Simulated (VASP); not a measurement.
# Al32O (a cell with a defect) in VASP: single point with LDA

Aim: the single point of Al32O (a cell with a defect) with LDA.

Program: VASP 6.6.1. These are calculated values, not measurements. Logs are shortened: lines on timing, memory, paths and dates and some standing lists are left out, and cuts for length are marked.

### 1 The cell of the first run

The cell holds a defect, 33 atoms: a = 8.100 Å, b = 8.100 Å, c = 8.100 Å, α = 90.00°, β = 90.00°, γ = 90.00°.

### 2 Single point, LDA

File INCAR:

```
SYSTEM = Al32O
PREC = Accurate
ENCUT = 520
EDIFF = 1E-7
ISMEAR = -1
SIGMA = 0.05
LREAL = Auto
LASPH = .TRUE.
NELM = 80
ALGO = Normal
ISIF = 2
LWAVE = .FALSE.
LCHARG = .TRUE.
LELF = .TRUE.
LVHAR = .TRUE.
NBANDS = 73
```

File KPOINTS:

```
regular mesh
0
G
  3 3 3
  0 0 0
```

File POSCAR:

```
Al32O
1.0
    8.1000000000      0.0000000000      0.0000000000
    0.0000000000      8.1000000000      0.0000000000
    0.0000000000      0.0000000000      8.1000000000
Al O
32 1
Direct
    0.4992148242     -0.0010332249     -0.0027703633
    0.7510808789      0.2508318977     -0.0027610398
    0.7596083039     -0.0095916946      0.2405930372
    0.0032357508      0.0000416392     -0.0028777954
    0.2470311269      0.2497930195     -0.0028935558
    0.5002433601      0.5030020015     -0.0028869392
    0.7499954217      0.7467969360     -0.0028853539
    0.2471149580     -0.0010189309      0.2493078857
    0.4906741949      0.2593483293      0.2407162511
    0.7510600947      0.5029363432      0.2493101604
    0.4904925654     -0.0096444596      0.5096846057
    0.7596834850      0.2595539291      0.5097074752
    0.7510261456     -0.0009828196      0.7532677170
    0.0016122927      0.5013828133     -0.0012868213
    0.2486551945      0.7484288641     -0.0012816845
    0.0032372301      0.2507663310      0.2493546025
    0.2470510472      0.5029887995      0.2503120027
    0.4992744007      0.7468113165      0.2493531261
    0.0031630389     -0.0010004740      0.5011251985
    0.2471427645      0.2508277064      0.5011582725
    0.4992212753      0.5029179049      0.5011517994
    0.7510518263      0.7468942583      0.5011331956
    0.2470585472      0.0000526821      0.7532997391
    0.4992796173      0.2507625590      0.7533247275
    0.7499782067      0.5029819199      0.7532991357
    0.0031827615      0.7468592187      0.2503277902
    0.0032387074      0.5029985115      0.5000478435
    0.2470341267      0.7467932860      0.5000539867
    0.0031759360      0.2497610310      0.7532554099
    0.2486410277      0.5013918046      0.7516945653
    0.5002694207      0.7468630164      0.7532585398
    0.0016259408      0.7484114841      0.7517022357
    0.6251853278      0.1248842211      0.3753188902
```

Potentials or basis: VASP PAW LDA potentials, release 64 (Al, O).

Started as:

```bash
cat potpaw_LDA.64/Al/POTCAR potpaw_LDA.64/O/POTCAR > POTCAR
mpirun -np 1 vasp_std > vasp.out
```

OUTCAR:

```text
SYSTEM = Al32O
   PREC = Accurate
   ENCUT = 520
   EDIFF = 1E-7
   ISMEAR = -1
   LREAL = Auto
   LASPH = .TRUE.
   NELM = 80
   ISIF = 2

 ion  position               nearest neighbor table
   1  0.499  0.999  0.997-  24 2.84  13 2.84  31 2.84  23 2.84  15 2.87   7 2.88   5 2.88   2 2.89
                             8 2.89   3 2.89  18 2.89   9 2.89
   2  0.751  0.251  0.997-  24 2.84  13 2.84  29 2.84  25 2.84  14 2.87   4 2.88   6 2.88   1 2.89
                            10 2.89   3 2.89  16 2.89   9 2.89
   3  0.760  0.990  0.241-  33 1.89   7 2.79   4 2.79  26 2.79   1 2.89   2 2.89  18 2.89  16 2.89
                            22 2.89  19 2.89   9 3.08  11 3.08  12 3.08
   4  0.003  0.000  0.997-   3 2.79  23 2.79   5 2.83  29 2.83  13 2.84   8 2.84  15 2.85  32 2.85
                             2 2.88  16 2.88  26 2.90   7 2.90
   5  0.247  0.250  0.997-   9 2.79  29 2.79   4 2.83  23 2.83  24 2.84  16 2.84  14 2.85  30 2.85
                             1 2.88   8 2.88  17 2.90   6 2.90
   6  0.500  0.503  0.997-   9 2.79  31 2.79   7 2.83  25 2.83  24 2.84  18 2.84  15 2.85  30 2.85
                             2 2.88  10 2.88  17 2.90   5 2.90
   7  0.750  0.747  0.997-   3 2.79  25 2.79   6 2.83  31 2.83  10 2.84  13 2.84  14 2.85  32 2.85
                             1 2.88  18 2.88  26 2.90   4 2.90
   8  0.247  0.999  0.249-  16 2.84  19 2.84  26 2.84   4 2.84  15 2.87  28 2.88   5 2.88  20 2.88
                             1 2.89  11 2.89  18 2.89   9 2.89
   9  0.491  0.259  0.241-  33 1.89   5 2.79   6 2.79  17 2.79   1 2.89   2 2.89   8 2.89  10 2.89
[... 32 lines left out ...]
                            21 2.88  24 2.88  29 2.90  27 2.90
  26  0.003  0.747  0.250-   3 2.79  17 2.79  28 2.83  27 2.83  10 2.84   8 2.84  15 2.85  14 2.85
                            22 2.88  19 2.88   4 2.90   7 2.90
  27  0.003  0.503  0.500-  12 2.79  28 2.79  17 2.83  26 2.83  20 2.84  22 2.84  30 2.85  32 2.85
                            10 2.88  16 2.88  29 2.90  25 2.90
  28  0.247  0.747  0.500-  11 2.79  27 2.79  17 2.83  26 2.83  21 2.84  19 2.84  30 2.85  32 2.85
                             8 2.88  18 2.88  31 2.90  23 2.90
  29  0.003  0.250  0.753-  12 2.79   5 2.79   4 2.83  23 2.83  20 2.84   2 2.84  14 2.85  30 2.85
                            19 2.88  13 2.88  25 2.90  27 2.90
  30  0.249  0.501  0.752-  32 2.83  14 2.83  15 2.83   5 2.85   6 2.85  28 2.85  27 2.85  29 2.85
                            31 2.85  20 2.87  21 2.87  24 2.87
  31  0.500  0.747  0.753-  11 2.79   6 2.79   7 2.83  25 2.83  21 2.84   1 2.84  15 2.85  30 2.85
                            22 2.88  13 2.88  23 2.90  28 2.90
  32  0.002  0.748  0.752-  30 2.83  14 2.83  15 2.83   7 2.85   4 2.85  28 2.85  27 2.85  23 2.85
                            25 2.85  22 2.87  19 2.87  13 2.87
  33  0.625  0.125  0.375-  12 1.89   9 1.89  11 1.89   3 1.89

  LATTYP: Found a simple cubic cell.
 ALAT       =     8.1000000000

  Lattice vectors:

 A1 = (   8.1000000000,   0.0000000000,   0.0000000000)
 A2 = (   0.0000000000,   8.1000000000,   0.0000000000)
 A3 = (   0.0000000000,   0.0000000000,   8.1000000000)

Analysis of symmetry for initial positions (statically):
=====================================================================
 Subroutine PRICEL returns:
 Original cell was already a primitive cell.

 Routine SETGRP: Setting up the symmetry group for a
 simple cubic supercell.

 Subroutine GETGRP returns: Found  1 space group operations
 (whereof  1 operations were pure point group operations)
 out of a pool of 48 trial point group operations.

The static configuration has the point symmetry C_1 .

Analysis of symmetry for dynamics (positions and initial velocities):
=====================================================================
 Subroutine PRICEL returns:
 Original cell was already a primitive cell.

 Routine SETGRP: Setting up the symmetry group for a
 simple cubic supercell.

 Subroutine GETGRP returns: Found  1 space group operations
 (whereof  1 operations were pure point group operations)
 out of a pool of 48 trial point group operations.

The dynamic configuration has the point symmetry C_1 .

 Subroutine INISYM returns: Found  1 space group operations
 (whereof  1 operations are pure point group operations),
 and found     1 'primitive' translations

----------------------------------------------------------------------------------------

                                     Primitive cell

  volume of cell :     531.4410

  direct lattice vectors                    reciprocal lattice vectors
     8.100000000  0.000000000  0.000000000     0.123456790  0.000000000  0.000000000
     0.000000000  8.100000000  0.000000000     0.000000000  0.123456790  0.000000000
     0.000000000  0.000000000  8.100000000     0.000000000  0.000000000  0.123456790

[... 90 lines left out ...]
     0.041152263  0.041152263  0.041152263

  Shift w.r.t. Gamma in fractional coordinates (k-lattice)
     0.000000000  0.000000000  0.000000000

 Subroutine IBZKPT returns following result:
 ===========================================

 Found     14 irreducible k-points:

 Following reciprocal coordinates:
            Coordinates               Weight
  0.000000  0.000000  0.000000      1.000000
  0.333333  0.000000  0.000000      2.000000
  0.000000  0.333333  0.000000      2.000000
  0.000000  0.000000  0.333333      2.000000
  0.333333  0.333333  0.000000      2.000000
  0.000000  0.333333  0.333333      2.000000
  0.333333  0.000000  0.333333      2.000000
 -0.333333  0.333333  0.000000      2.000000
 -0.333333  0.000000  0.333333      2.000000
  0.000000 -0.333333  0.333333      2.000000
  0.333333  0.333333  0.333333      2.000000
 -0.333333  0.333333  0.333333      2.000000
 -0.333333 -0.333333  0.333333      2.000000
  0.333333 -0.333333  0.333333      2.000000
   k-points           NKPTS =     14   k-points in BZ     NKDIM =     14   number of bands    NBANDS=     73
   number of dos      NEDOS =    301   number of ions     NIONS =     33
   total plane-waves  NPLWV = 216000
   dimension x,y,z NGX =    60 NGY =   60 NGZ =   60
   dimension x,y,z NGXF=   120 NGYF=  120 NGZF=  120
   ions per type =              32   1
   NGX,Y,Z   is equivalent  to a cutoff of  12.31, 12.31, 12.31 a.u.
   NGXF,Y,Z  is equivalent  to a cutoff of  24.63, 24.63, 24.63 a.u.
 SYSTEM =  Al32O
   PREC   = accura    normal or accurate (medium, high low for compatibility)
   ISTART =      0    job   : 0-new  1-cont  2-samecut
   ICHARG =      2    charge: 1-file 2-atom 10-const
   ISPIN  =      1    spin polarized calculation?
   LNONCOLLINEAR =      F non collinear calculations
   LSORBIT =      F    spin-orbit coupling
   LASPH  =      T    aspherical Exc in radial PAW
   ENCUT  =  520.0 eV  38.22 Ry    6.18 a.u.  15.06 15.06 15.06*2*pi/ulx,y,z
   NELM   =     80;   NELMIN=  2; NELMDL= -5     # of ELM steps
   EDIFF  = 0.1E-06   stopping-criterion for ELM
   LREAL  =      T    real-space projection
   EDIFFG = 0.1E-05   stopping-criterion for IOM
   NSW    =      0    number of steps for IOM
   IBRION =     -1    ionic relax: 0-MD 1-quasi-New 2-CG
   NFREE  =      0    steps in history (QN), initial steepest desc. (CG)
   ISIF   =      2    stress and relaxation
   ISYM   =      2    0-nonsym 1-usesym 2-fastsym
   POTIM  = 0.5000    time-step for ionic-motion
   TEBEG  =    0.0;   TEEND  =   0.0 temperature during run
   PSTRESS=    0.0 pullay stress
   NELECT =     102.0000    total number of electrons
   NUPDOWN=      -1.0000    fix difference up-down
   EMIN   =  10.00;   EMAX   =-10.00  energy-range for DOS
   EFERMI =   0.00;   METHOD = LEGACY
   ISMEAR =    -1;   SIGMA  =   0.05  broadening in eV -4-tet -1-fermi 0-gaus
   EFERMI_NEDOS =   21; number of points for ismear=-14 and -15
   IALGO  =     38    algorithm
   IMIX   =      4    mixing-type and parameters
     AMIX     =   0.40;   BMIX     =  1.00
     AMIX_MAG =   1.60;   BMIX_MAG =  1.00
  volume/ion in A,a.u.               =      16.10       108.68
  Fermi-wavevector in a.u.,A,eV,Ry     =   0.944329  1.784523 12.133087  0.891757
  Thomas-Fermi vector in A             =   2.072123
   LORBIT       =      0    0 simple, 1 ext, 2 COOP (PROOUT), +10 PAW based schemes
   GGA     = CA    functional components
   LHFCALC =     F    Hartree Fock is set to
   AEXX    =    0.0000 exact exchange contribution
   IVDW    =     0    specifies the selected vdW correction
   LEPSILON=     F    determine dielectric tensor
   LRPA    =     F    only Hartree local field effects (RPA)
 non-spin polarized calculation
  energy-cutoff  :      520.00
  volume of cell :      531.44
 maximum number of plane-waves:     14358
   NGX = 31   NGY = 31   NGZ = 31

 number of electron     101.9999992 magnetization

 Free energy of the ion-electron system (eV)
  ---------------------------------------------------
  ext. energy  EPLUGINS =         0.00000000
  ---------------------------------------------------
  free energy    TOTEN  =      -144.03404823 eV

  energy without entropy =     -143.96570774  energy(sigma->0) =     -143.99987798

 E-fermi :   7.7849     XC(G=0): -10.3896

 val. band max:        7.7582257026   @ k =  -0.3333   0.3333   0.0000
 cond. band min:       7.8643566798   @ k =   0.0000   0.0000   0.3333
 fundamental gap:      0.1061309773
 Fermi energy:         7.7849162302

 k-point     1 :       0.0000    0.0000    0.0000
  band No.  band energies     occupation
      1     -13.3792      2.00000
      2      -3.1307      2.00000
      3      -1.3719      2.00000
      4      -1.3710      2.00000
      5      -1.3697      2.00000
      6      -1.0371      2.00000
[... 913 lines left out ...]
     62       9.6234      0.00000
     63       9.6236      0.00000
 [bands above 63 left out]

------------------------ aborting loop because EDIFF is reached ----------------------------------------

  FORCE on cell =-STRESS in cart. coord.  units (eV):
  Direction    XX          YY          ZZ          XY          YZ          ZX
  --------------------------------------------------------------------------------------
  -------------------------------------------------------------------------------------
  Total       -8.3647995     -8.3675639     -8.3624083      0.0011313      0.0004140      0.0008614
  in kB      -25.2180245    -25.2263586    -25.2108154      0.0034106      0.0012480      0.0025970
  external PRESSURE =     -25.2183995 kB  Pullay stress =       0.0000000 kB

 VOLUME and BASIS-vectors are now :
 -----------------------------------------------------------------------------
  energy-cutoff  :      520.00
  volume of cell :      531.44
      direct lattice vectors                 reciprocal lattice vectors
     8.100000000  0.000000000  0.000000000     0.123456790  0.000000000  0.000000000
     0.000000000  8.100000000  0.000000000     0.000000000  0.123456790  0.000000000
     0.000000000  0.000000000  8.100000000     0.000000000  0.000000000  0.123456790

 POSITION                                       TOTAL-FORCE (eV/Angst)
 -----------------------------------------------------------------------------------
      4.04364      8.09163      8.07756         0.001713      0.001535      0.006358
      6.08376      2.03174      8.07764        -0.001592     -0.001617      0.005906
      6.15283      8.02231      1.94880         0.015527     -0.014922     -0.011930
      0.02621      0.00034      8.07669        -0.003189      0.003270      0.003233
      2.00095      2.02332      8.07656         0.004180     -0.004197      0.004911
      4.05197      4.07432      8.07662         0.004195     -0.004136      0.004946
[... 25 lines left out ...]
      0.01317      6.06213      6.08879        -0.002284      0.002559     -0.001436
      5.06400      1.01156      3.04008        -0.001626     -0.000131     -0.004438
 -----------------------------------------------------------------------------------
    total drift:                               -0.003771      0.002146     -0.005881

  FREE ENERGIE OF THE ION-ELECTRON SYSTEM (eV)
  ---------------------------------------------------
  free  energy   TOTEN  =      -144.0340482277 eV

  energy  without entropy=     -143.9657077408  energy(sigma->0) =     -143.99987798
```

It took 19 min on 1 thread of Intel Xeon Platinum 8488C (Sapphire Rapids), shared host; peak memory 0.59 GiB.

What came out:

```yaml
Free_energy: -144.0340 eV
Pressure: -2.5 GPa
Largest_force: 0.031 eV/Å
Band_gap_on_the_k_mesh: zero (bands 51 and 52 overlap by 0.36 eV)
```

Forces in eV/Å, atoms in the order of the input:
```
Al   0.002  0.002  0.006
Al  -0.002 -0.002  0.006
Al   0.016 -0.015 -0.012
Al  -0.003  0.003  0.003
Al   0.004 -0.004  0.005
Al   0.004 -0.004  0.005
Al  -0.003  0.003  0.003
Al   0.006  0.002  0.002
Al  -0.018  0.018 -0.017
Al  -0.002 -0.006  0.001
Al  -0.012 -0.014  0.016
Al   0.014  0.012  0.015
Al  -0.001  0.001 -0.006
Al  -0.002 -0.002  0.002
Al   0.002  0.002  0.002
Al  -0.007 -0.001  0.001
Al   0.005 -0.004  0.004
Al   0.001  0.007  0.000
Al  -0.006  0.001 -0.002
Al   0.006 -0.002 -0.002
Al   0.001 -0.006 -0.002
Al  -0.001  0.006 -0.002
Al   0.003  0.003 -0.003
Al   0.001 -0.001 -0.008
Al  -0.003 -0.003 -0.003
Al  -0.003  0.003  0.003
Al  -0.003 -0.003 -0.003
Al   0.003  0.003 -0.003
Al  -0.002 -0.002 -0.002
Al   0.002 -0.002 -0.002
Al   0.002  0.003 -0.002
Al  -0.002  0.003 -0.001
O   -0.002  0.000 -0.004
```
